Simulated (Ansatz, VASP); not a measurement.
SnO2: VASP beside Ansatz

```
Sn O
1.0
    -1.98611    2.08542    5.09017
     1.98611   -2.08542    5.09017
     1.98611    2.08542   -5.09017
Sn O
2 4
Cartesian
  0.0000 2.0854 2.5451
  0.0000 0.0000 0.0000
  0.0000 0.0000 8.1137
  0.0000 2.0854 4.6117
  0.0000 0.0000 2.0666
  0.0000 2.0854 0.4785
```

Change from the starting cell: strain +0.0500 x Voigt [0, 1, 0, 0, 0, 0], atoms carried along.

Alike in both runs: task single point; functional LDA; k mesh 10 × 10 × 10; occupations gaussian, width 0.05 eV; no spin polarisation.

|  | VASP | Ansatz |
| --- | --- | --- |
| version | VASP 6.6.1 | Ansatz 0.2.0 |
| potentials or method | VASP PAW LDA potentials, release 64 (Sn_d, O), cutoff 520 eV | scalar-relativistic, plane waves, PAW |
| valence electrons in the cell | 52 | 52 |

```csv
,VASP,Ansatz,Ansatz less VASP
gap on the k mesh at the Fermi level (eV),1.36,1.33,-0.025
least direct gap on the mesh (eV),1.50,1.48,-0.026
pressure (GPa),-6.2,-6.9,-0.76
"traceless stress, the component that is largest in VASP (GPa)",-8.03,-7.73,+0.300
rms of the force components (eV/Å),0.319,0.319,0.0000
```

LDA's correlation is that of Perdew and Zunger in VASP and of Perdew and Wang (1992) in Ansatz. Atom by atom the forces differ by 0.021 eV/Å (rms over components).
